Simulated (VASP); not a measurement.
Wanted: the native input for a VASP 6.6.1 run.

```yaml
Task: single point
Functional: PBE
Potentials_or_basis: VASP PAW PBE potentials, release 64 (Ba_sv)
Cutoff: 520 eV
k_mesh: 4 × 4 × 4
Occupations: gaussian, width 0.1 eV
Spin: no spin polarisation
Dipole_correction: no
Further_INCAR_settings: ALGO = Fast; EDIFF = 1e-07; NBANDS = 17
```

The structure of Ba lies in POSCAR:

```
Ba
1.0
    5.1275968362      0.0000000000      0.0000000000
    0.0000000000      5.1275968362      0.0000000000
    0.0000000000      0.0000000000      4.8644103712
Ba
2
Direct
    0.5000000000      0.0000000000      0.2504485762
    0.0000000000      0.5000000000      0.7495514238
```

The cell was generated, and may not be a known phase.

These files were run (other wordings do the same):

INCAR

```
PREC = Accurate
ENCUT = 520
EDIFF = 1E-7
ISMEAR = 0
SIGMA = 0.1
LREAL = False
LASPH = True
NELM = 60
ALGO = Fast
ISIF = 2
LWAVE = False
LCHARG = False
GGA = PE
NBANDS = 17
```

KPOINTS

```
regular mesh
0
Gamma
  4 4 4
```

Potentials or basis: VASP PAW PBE potentials, release 64 (Ba_sv).

Command:

```bash
$ cat potpaw_PBE.64/Ba_sv/POTCAR > POTCAR
$ mpirun -np 1 vasp_std > vasp.out
```

It gave:

```yaml
Pressure: -0.1 GPa
Largest_force: 0.005 eV/Å
Band_gap_on_the_k_mesh: zero (bands 10 and 11 overlap by 0.94 eV)
```

Caveat: spin-orbit coupling is left out, which moves the levels of the heavy elements.

Wall time 50 s on 1 thread of Oxide Virtual Turin-like Processor (shared host), peak memory 0.19 GiB.
